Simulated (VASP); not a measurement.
# TlZnBr3 (Pm-3m) in VASP: a series of runs

TlZnBr3 is run at these levels: PBE, r2SCAN; tasks: single point.

All numbers are computed with VASP 6.6.1; they aren't measurements. Logs are shortened: lines on timing, memory, paths and dates and some standing lists are left out, and cuts for length are marked.

### 1 The cell of the first run

The structure is cubic, space group Pm-3m (No. 221). The conventional cell has a = 5.373 Å, b = 5.373 Å, c = 5.373 Å, α = 90.00°, β = 90.00°, γ = 90.00°. Within 5.0 Å of Tl (site symmetry m-3m) lie 12 Br at 3.80 Å and 8 Zn at 4.65 Å. Zn (site symmetry m-3m) has 6 Br at 2.69 Å within 3.5 Å. Within 3.5 Å of Br (site symmetry 4/mmm) lie 2 Zn at 2.69 Å.

### 2 Single point, PBE (volume changed by +6%)

The input, INCAR:

```
SYSTEM = TlZnBr3
ALGO = Normal ; EDIFF = 1E-7
ENCUT = 520 ; GGA = PE
ISIF = 2 ; ISMEAR = 0
LASPH = .TRUE. ; LCHARG = .FALSE.
LREAL = .FALSE. ; LWAVE = .FALSE.
NBANDS = 31 ; NELM = 100
PREC = Accurate ; SIGMA = 0.01
```

The input, KPOINTS:

```
k-points
0
G
  4 4 4
  0 0 0
```

The input, POSCAR:

```
TlZnBr3
1.0
    5.3725816014      0.0000000000      0.0000000000
    0.0000000000      5.3725816014      0.0000000000
    0.0000000000      0.0000000000      5.3725816014
Tl Zn Br
1 1 3
Direct
    0.0000000000      0.0000000000      0.0000000000
    0.5000000000      0.5000000000      0.5000000000
    0.5000000000      0.5000000000      0.0000000000
    0.5000000000      0.0000000000      0.5000000000
    0.0000000000      0.5000000000      0.5000000000
```

Potentials or basis: VASP PAW PBE potentials, release 64 (Tl_d, Zn, Br).

Command:

```
$ cat potpaw_PBE.64/Tl_d/POTCAR potpaw_PBE.64/Zn/POTCAR potpaw_PBE.64/Br/POTCAR > POTCAR
$ mpirun -np 1 vasp_std > vasp.out
```

OUTCAR:

```text
SYSTEM = TlZnBr3
   EDIFF = 1E-7
   ENCUT = 520
   GGA = PE
   ISIF = 2
   ISMEAR = 0
   LASPH = .TRUE.
   LREAL = .FALSE.
   NELM = 100
   PREC = Accurate

 ion  position               nearest neighbor table
   1  0.000  0.000  0.000-
   2  0.500  0.500  0.500-   3 2.69   4 2.69   5 2.69   3 2.69   4 2.69   5 2.69
   3  0.500  0.500  0.000-   2 2.69   2 2.69
   4  0.500  0.000  0.500-   2 2.69   2 2.69
   5  0.000  0.500  0.500-   2 2.69   2 2.69

  LATTYP: Found a simple cubic cell.
 ALAT       =     5.3725816014

  Lattice vectors:

 A1 = (   5.3725816014,   0.0000000000,   0.0000000000)
 A2 = (   0.0000000000,   5.3725816014,   0.0000000000)
 A3 = (   0.0000000000,   0.0000000000,   5.3725816014)

Analysis of symmetry for initial positions (statically):
=====================================================================
 Subroutine PRICEL returns:
 Original cell was already a primitive cell.

 Routine SETGRP: Setting up the symmetry group for a
 simple cubic supercell.

 Subroutine GETGRP returns: Found 48 space group operations
 (whereof 48 operations were pure point group operations)
 out of a pool of 48 trial point group operations.

The static configuration has the point symmetry O_h .

Analysis of symmetry for dynamics (positions and initial velocities):
=====================================================================
 Subroutine PRICEL returns:
 Original cell was already a primitive cell.

 Routine SETGRP: Setting up the symmetry group for a
 simple cubic supercell.

 Subroutine GETGRP returns: Found 48 space group operations
 (whereof 48 operations were pure point group operations)
 out of a pool of 48 trial point group operations.

The dynamic configuration has the point symmetry O_h .

 Subroutine INISYM returns: Found 48 space group operations
 (whereof 48 operations are pure point group operations),
 and found     1 'primitive' translations

----------------------------------------------------------------------------------------

                                     Primitive cell

  volume of cell :     155.0776

  direct lattice vectors                    reciprocal lattice vectors
     5.372581601  0.000000000  0.000000000     0.186130258  0.000000000  0.000000000
     0.000000000  5.372581601  0.000000000     0.000000000  0.186130258  0.000000000
     0.000000000  0.000000000  5.372581601     0.000000000  0.000000000  0.186130258

  length of vectors
     5.372581601  5.372581601  5.372581601     0.186130258  0.186130258  0.186130258

  position of ions in fractional coordinates (direct lattice)
     0.000000000  0.000000000  0.000000000
     0.500000000  0.500000000  0.500000000
     0.500000000  0.500000000  0.000000000
     0.500000000  0.000000000  0.500000000
     0.000000000  0.500000000  0.500000000

  ion indices of the primitive-cell ions
   primitive index   ion index
                 1           1
                 2           2
                 3           3
                 4           4
                 5           5

----------------------------------------------------------------------------------------

 KPOINTS: k-points

Automatic generation of k-mesh.
 Grid dimensions read from file:
 generate k-points for:    4    4    4

 Generating k-lattice:

  Cartesian coordinates                     Fractional coordinates (reciprocal lattice)
     0.046532565  0.000000000  0.000000000     0.250000000  0.000000000  0.000000000
     0.000000000  0.046532565  0.000000000     0.000000000  0.250000000  0.000000000
     0.000000000  0.000000000  0.046532565     0.000000000  0.000000000  0.250000000

  Length of vectors
     0.046532565  0.046532565  0.046532565

  Shift w.r.t. Gamma in fractional coordinates (k-lattice)
     0.000000000  0.000000000  0.000000000

 Subroutine IBZKPT returns following result:
 ===========================================

 Found     10 irreducible k-points:

 Following reciprocal coordinates:
            Coordinates               Weight
  0.000000  0.000000  0.000000      1.000000
  0.250000  0.000000  0.000000      6.000000
  0.500000  0.000000  0.000000      3.000000
  0.250000  0.250000  0.000000     12.000000
  0.500000  0.250000  0.000000     12.000000
  0.500000  0.500000  0.000000      3.000000
  0.250000  0.250000  0.250000      8.000000
  0.500000  0.250000  0.250000     12.000000
  0.500000  0.500000  0.250000      6.000000
  0.500000  0.500000  0.500000      1.000000
   k-points           NKPTS =     10   k-points in BZ     NKDIM =     10   number of bands    NBANDS=     31
   number of dos      NEDOS =    301   number of ions     NIONS =      5
   total plane-waves  NPLWV =  64000
   dimension x,y,z NGX =    40 NGY =   40 NGZ =   40
   dimension x,y,z NGXF=    80 NGYF=   80 NGZF=   80
   ions per type =               1   1   3
   NGX,Y,Z   is equivalent  to a cutoff of  12.38, 12.38, 12.38 a.u.
   NGXF,Y,Z  is equivalent  to a cutoff of  24.75, 24.75, 24.75 a.u.
 SYSTEM =  TlZnBr3
   PREC   = accura    normal or accurate (medium, high low for compatibility)
   ISTART =      0    job   : 0-new  1-cont  2-samecut
   ICHARG =      2    charge: 1-file 2-atom 10-const
   ISPIN  =      1    spin polarized calculation?
   LNONCOLLINEAR =      F non collinear calculations
   LSORBIT =      F    spin-orbit coupling
   LASPH  =      T    aspherical Exc in radial PAW
   ENCUT  =  520.0 eV  38.22 Ry    6.18 a.u.   9.99  9.99  9.99*2*pi/ulx,y,z
   NELM   =    100;   NELMIN=  2; NELMDL= -5     # of ELM steps
   EDIFF  = 0.1E-06   stopping-criterion for ELM
   LREAL  =      F    real-space projection
   EDIFFG = 0.1E-05   stopping-criterion for IOM
   NSW    =      0    number of steps for IOM
   IBRION =     -1    ionic relax: 0-MD 1-quasi-New 2-CG
   NFREE  =      0    steps in history (QN), initial steepest desc. (CG)
   ISIF   =      2    stress and relaxation
   ISYM   =      2    0-nonsym 1-usesym 2-fastsym
   POTIM  = 0.5000    time-step for ionic-motion
   TEBEG  =    0.0;   TEEND  =   0.0 temperature during run
   PSTRESS=    0.0 pullay stress
   NELECT =      46.0000    total number of electrons
   NUPDOWN=      -1.0000    fix difference up-down
   EMIN   =  10.00;   EMAX   =-10.00  energy-range for DOS
   EFERMI =   0.00;   METHOD = LEGACY
   ISMEAR =     0;   SIGMA  =   0.01  broadening in eV -4-tet -1-fermi 0-gaus
   EFERMI_NEDOS =   21; number of points for ismear=-14 and -15
   IALGO  =     38    algorithm
   IMIX   =      4    mixing-type and parameters
     AMIX     =   0.40;   BMIX     =  1.00
     AMIX_MAG =   1.60;   BMIX_MAG =  1.00
  volume/ion in A,a.u.               =      31.02       209.30
  Fermi-wavevector in a.u.,A,eV,Ry     =   1.091803  2.063209 16.218615  1.192035
  Thomas-Fermi vector in A             =   2.228056
   LORBIT       =      0    0 simple, 1 ext, 2 COOP (PROOUT), +10 PAW based schemes
   GGA     = PE    functional components
   LHFCALC =     F    Hartree Fock is set to
   AEXX    =    0.0000 exact exchange contribution
   IVDW    =     0    specifies the selected vdW correction
   LEPSILON=     F    determine dielectric tensor
   LRPA    =     F    only Hartree local field effects (RPA)
 non-spin polarized calculation
 Gauss-broadening in eV      SIGMA  =   0.01
  energy-cutoff  :      520.00
  volume of cell :      155.08
 maximum number of plane-waves:      4224
 NGX is ok and might be reduce to    40
   NGX = 19   NGY = 19   NGZ = 19

 number of electron      46.0000026 magnetization

 Free energy of the ion-electron system (eV)
  ---------------------------------------------------
  ext. energy  EPLUGINS =         0.00000000
  ---------------------------------------------------
  free energy    TOTEN  =       -12.05227362 eV

  energy without entropy =      -12.05227361  energy(sigma->0) =      -12.05227361

 E-fermi :   0.4566     XC(G=0):  -8.4764

 val. band max:        0.4216217357   @ k =   0.5000   0.5000   0.0000
 cond. band min:       0.4886706497   @ k =   0.0000   0.0000   0.0000
 fundamental gap:      0.0670489140
 Fermi energy:         0.4566312538

 k-point     1 :       0.0000    0.0000    0.0000
  band No.  band energies     occupation
      1     -13.3384      2.00000
      2     -12.6307      2.00000
      3     -12.6307      2.00000
      4      -9.3249      2.00000
      5      -9.3249      2.00000
      6      -9.3246      2.00000
[... 23 lines left out ...]
     30       8.1968      0.00000
     31       8.1968      0.00000

 k-point     2 :       0.2500    0.0000    0.0000
  band No.  band energies     occupation
      1     -13.2483      2.00000
      2     -12.7078      2.00000
      3     -12.6268      2.00000
      4      -9.3291      2.00000
      5      -9.3272      2.00000
      6      -9.3272      2.00000
[... 23 lines left out ...]
     30       8.4399      0.00000
     31       9.0709      0.00000

 k-point     3 :       0.5000    0.0000    0.0000
  band No.  band energies     occupation
      1     -13.1120      2.00000
      2     -12.8313      2.00000
      3     -12.6229      2.00000
      4      -9.3334      2.00000
      5      -9.3299      2.00000
      6      -9.3299      2.00000
[... 23 lines left out ...]
     30       9.3880      0.00000
     31       9.8433      0.00000

 k-point     4 :       0.2500    0.2500    0.0000
  band No.  band energies     occupation
      1     -13.1641      2.00000
      2     -12.7261      2.00000
      3     -12.6712      2.00000
      4      -9.3301      2.00000
      5      -9.3271      2.00000
      6      -9.3270      2.00000
[... 159 lines left out ...]
     30       8.3944      0.00000
     31       9.8685      0.00000

 k-point     9 :       0.5000    0.5000    0.2500
  band No.  band energies     occupation
      1     -12.8460      2.00000
      2     -12.8151      2.00000
      3     -12.8151      2.00000
      4      -9.3245      2.00000
      5      -9.3227      2.00000
      6      -9.3227      2.00000
[... 23 lines left out ...]
     30       7.8822      0.00000
     31      10.6040      0.00000

 k-point    10 :       0.5000    0.5000    0.5000
  band No.  band energies     occupation
      1     -12.8128      2.00000
      2     -12.8128      2.00000
      3     -12.8128      2.00000
      4      -9.3200      2.00000
      5      -9.3200      2.00000
      6      -9.3161      2.00000
[... 23 lines left out ...]
     30       6.7745      0.00000
     31       9.9803      0.00000

------------------------ aborting loop because EDIFF is reached ----------------------------------------

  FORCE on cell =-STRESS in cart. coord.  units (eV):
  Direction    XX          YY          ZZ          XY          YZ          ZX
  --------------------------------------------------------------------------------------
  -------------------------------------------------------------------------------------
  Total       -1.4256308     -1.4256308     -1.4256308      0.0000000     -0.0000000     -0.0000000
  in kB      -14.7288412    -14.7288412    -14.7288412      0.0000000     -0.0000000     -0.0000000
  external PRESSURE =     -14.7288412 kB  Pullay stress =       0.0000000 kB

 VOLUME and BASIS-vectors are now :
 -----------------------------------------------------------------------------
  energy-cutoff  :      520.00
  volume of cell :      155.08
      direct lattice vectors                 reciprocal lattice vectors
     5.372581601  0.000000000  0.000000000     0.186130258  0.000000000  0.000000000
     0.000000000  5.372581601  0.000000000     0.000000000  0.186130258  0.000000000
     0.000000000  0.000000000  5.372581601     0.000000000  0.000000000  0.186130258

 POSITION                                       TOTAL-FORCE (eV/Angst)
 -----------------------------------------------------------------------------------
      0.00000      0.00000      0.00000         0.000000      0.000000      0.000000
      2.68629      2.68629      2.68629         0.000000      0.000000      0.000000
      2.68629      2.68629      0.00000         0.000000      0.000000      0.000000
      2.68629      0.00000      2.68629         0.000000      0.000000      0.000000
      0.00000      2.68629      2.68629         0.000000      0.000000      0.000000
 -----------------------------------------------------------------------------------
    total drift:                               -0.000000      0.000000     -0.000000

  FREE ENERGIE OF THE ION-ELECTRON SYSTEM (eV)
  ---------------------------------------------------
  free  energy   TOTEN  =       -12.0522736165 eV

  energy  without entropy=      -12.0522736100  energy(sigma->0) =      -12.05227361
```

Wall time 21 s (1 thread of Intel Xeon 6975P-C (Granite Rapids), shared host); peak memory 0.26 GiB.

What came out:

* Free energy: -12.0523 eV
* Pressure: -1.5 GPa
* Band gap on the k mesh: 0.07 eV, indirect (least direct gap 0.67 eV)

Levels at points of the mesh, in eV from the valence-band top:
```
           k point  band 20  band 21  band 22  band 23  band 24  band 25  band 26  band 27
(0.00, 0.00, 0.00)    -0.74    -0.61    -0.61    -0.61     0.07     5.56     5.56     5.56
(0.50, 0.00, 0.00)    -0.91    -0.69    -0.57    -0.57     2.95     3.50     4.84     4.84
(0.50, 0.50, 0.00)    -1.01    -1.01    -0.35     0.00     4.11     4.59     4.59     4.70
(0.50, 0.50, 0.50)    -0.33     0.00     0.00     0.00     5.21     5.21     5.21     5.47
```

Caveat: spin-orbit coupling is left out, which moves the levels of the heavy elements. A k mesh can miss the band edges.

(Continued in part 2 of 2.)
